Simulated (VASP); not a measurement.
Crystal: KI.

```xyz
2
Lattice="0.0000 3.5443 3.5443 3.5443 0.0000 3.5443 3.5443 3.5443 0.0000" Properties=species:S:1:pos:R:3 pbc="T T T"
K     0.0000    0.0000    0.0000
I     3.5443    3.5443    3.5443
```

Base run:

```yaml
Program: VASP 6.6.1
Functional: PBE
Potentials_or_basis: VASP PAW PBE potentials, release 64 (K_sv, I)
Cutoff: 520 eV
k_mesh: 4 × 4 × 4
Occupations: gaussian, width 0.01 eV
Spin: no spin polarisation
```

Its results: band gap on the k mesh 3.94 eV; pressure 0.5 GPa.

The run is repeated on the same cell with these changes: functional from PBE to HSE06; further incar settings from ALGO = Normal; EDIFF = 1e-07; NBANDS = 15 to ALGO = Normal; EDIFF = 1e-06; NBANDS = 15. What comes out?

Band gap on the k mesh 4.93 eV; pressure 0.3 GPa.

Caveats: spin-orbit coupling is left out, which moves the levels of the heavy elements; the PAW data sets were made with another functional, which shifts forces and pressure a little (at least some runs).

